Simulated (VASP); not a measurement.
The system is Ti.

```xyz
1
Lattice="14.0000 0.0000 0.0000 0.0000 14.4000 0.0000 0.0000 0.0000 14.8000" Properties=species:S:1:pos:R:3 pbc="T T T"
Ti    7.0000    7.2000    7.4000
```

Base run:

* Program: VASP 6.6.1
* Functional: PBE0
* Potentials or basis: VASP PAW PBE potentials, release 64 (Ti_sv)
* Cutoff: 520 eV
* k mesh: 1 × 1 × 1
* Occupations: fermi-dirac, width 0.01 eV
* Spin: collinear spin
* Starting moments: [4.0] μB

Its results: band gap on the k mesh 2.88 eV; pressure 0.0 GPa; net moment 4.00 μB per cell; site moments Ti +2.43 μB.

Task: The run is repeated on the same cell with these changes: functional from PBE0 to PBE; further incar settings from ALGO = Normal; EDIFF = 1e-07; NBANDS = 16; ISYM = 0 to ALGO = Normal; EDIFF = 1e-06; NBANDS = 16; ISYM = 0. What comes out?

Result: Band gap on the k mesh 0.82 eV; pressure 0.0 GPa; net moment 4.00 μB per cell; site moments Ti +2.40 μB.

Caveats: the PAW data sets were made with another functional, which shifts forces and pressure a little (at least some runs).

A k mesh can miss the band edges.
